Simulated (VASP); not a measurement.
A run of VASP 6.6.1 is set up as follows.

INCAR

```
SYSTEM = SrWN2
PREC = Accurate
ENCUT = 520
EDIFF = 1E-7
ISMEAR = 0
SIGMA = 0.1
LREAL = .False.
LASPH = .True.
NELM = 100
ALGO = Normal
ISIF = 2
LWAVE = .False.
LCHARG = .False.
GGA = PE
NBANDS = 25
```

Contents of KPOINTS:

```
Automatic mesh
0
Gamma
  6 6 4
  0 0 0
```

POSCAR

```
SrWN2
1.0
    3.4856115100      0.0000000000      0.0000000000
   -1.7428057600      3.0186281200      0.0000000000
    0.0000000000      0.0000000000      5.4026978400
Sr W N
1 1 2
Direct
    0.0000000000      0.0000000000      0.0000000000
    0.0000000000      0.0000000000      0.5000000000
    0.3333333300      0.6666666700      0.2500000000
    0.6666666700      0.3333333300      0.7500000000
```

Potentials or basis: VASP PAW PBE potentials, release 64 (Sr_sv, W_sv, N).

Run with:

```bash
$ cat potpaw_PBE.64/Sr_sv/POTCAR potpaw_PBE.64/W_sv/POTCAR potpaw_PBE.64/N/POTCAR > POTCAR
$ mpirun -np 1 vasp_std > vasp.out
```

(1) Estimate the band gap on the k mesh.

(2) What does it give for the largest force?

(3) Predict the pressure.

## Answers

(1) zero (bands 17 and 18 overlap by 1.39 eV).

(2) 4.963 eV/Å.

(3) -4.1 GPa.

Caveat: the stress differs along the axes, from -21 to 29 GPa; spin-orbit coupling is left out, which moves the levels of the heavy elements; forces of over 1 eV/Å act on the atoms, so gaps and moduli don't describe the material at rest.
